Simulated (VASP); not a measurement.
Set up this calculation in VASP 6.6.1, as the native input.

- Task: single point
- Functional: PBE
- Potentials or basis: VASP PAW PBE potentials, release 64 (Co, O)
- Cutoff: 520 eV
- k mesh: 11 × 11 × 10
- Occupations: fermi-dirac, width 0.05 eV
- Spin: collinear spin, ferromagnetic start
- Starting moments: [2.0, 0.0] μB
- Dipole correction: no
- Further INCAR settings: ALGO = Normal; EDIFF = 1e-06; NBANDS = 18

The structure of CoO lies in POSCAR:

```
CoO
1.0
    2.7902230167      0.0000000000      0.0000000000
   -1.3951164408      2.4164044553      0.0000000000
    0.0000000000      0.0000000000      2.6849354908
Co O
1 1
Direct
    0.0000000000      0.0000000000      0.5000000000
    0.6666700000      0.3333300000      0.0000000000
```

The input as run:

INCAR

```
  PREC = Accurate
  ENCUT = 520
  EDIFF = 1E-6
  ISMEAR = -1
  SIGMA = 0.05
  LREAL = False
  LASPH = True
  NELM = 150
  ALGO = Normal
  ISIF = 2
  LWAVE = False
  LCHARG = False
  ISPIN = 2
  MAGMOM = 2 0
  LORBIT = 11
  LMAXMIX = 4
  GGA = PE
  NBANDS = 18
```

KPOINTS

```
Automatic mesh
0
Gamma
  11 11 10
```

Potentials or basis: VASP PAW PBE potentials, release 64 (Co, O).

Launch:

```sh
$ cat potpaw_PBE.64/Co/POTCAR potpaw_PBE.64/O/POTCAR > POTCAR
$ mpirun -np 1 vasp_std > vasp.out
```

Results of the run:

* Pressure: 8.1 GPa
* Band gap on the k mesh: zero (filled and empty bands overlap)
* Net moment: 3.00 μB per cell
* Site moments: Co +2.54; O +0.42 μB
* Valence electrons inside the program's atomic spheres: Co 7.92; O 4.99

Caveat: a cell with one magnetic atom can't hold antiferromagnetic order, which such compounds often take; semilocal functionals often make such compounds metallic where correlation or magnetic order opens a gap, which also shifts bond lengths.

It took 74 s on 1 thread of Intel(R) Xeon(R) Platinum 8488C (Sapphire Rapids), on a shared host, peak memory 0.22 GiB.
